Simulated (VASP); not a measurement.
Cr, 4 atoms in the cell. Symmetry: Cmce, No. 64, orthorhombic system. The conventional cell has a = 4.020 Å, b = 6.814 Å, c = 4.026 Å, α = 90.00°, β = 90.00°, γ = 90.00°. Cr (site symmetry m) has 7 Cr at 2.17 to 2.49 Å within 2.9 Å. 

```yaml
Program: VASP 6.6.1
Task: relaxation of cell and atoms
Functional: PBEsol
Potentials_or_basis: VASP PAW PBE potentials, release 64 (Cr_pv)
Cutoff: 600 eV
k_mesh: 6 × 6 × 4
Occupations: gaussian, width 0.1 eV
Spin: no spin polarisation
Dipole_correction: no
Further_INCAR_settings: ALGO = Normal; EDIFF = 1e-06; IBRION = 2; EDIFFG = -0.04; NSW = 90; ISIF = 3
```

Potentials or basis: VASP PAW PBE potentials, release 64 (Cr_pv).

Command:

```sh
$ cat potpaw_PBE.64/Cr_pv/POTCAR > POTCAR
$ mpirun -np 1 vasp_std > vasp.out
```

Hardware: 1 thread of Intel(R) Xeon(R) 6975P-C (Granite Rapids), with other jobs on the host.

**Question.** How long does it take, and how much memory?

**Answer.** It took 7.9 min on 1 thread of Intel(R) Xeon(R) 6975P-C (Granite Rapids) (shared host), peak memory 0.22 GiB. Counts: scf iterations 256, k points 39, ion steps 31.
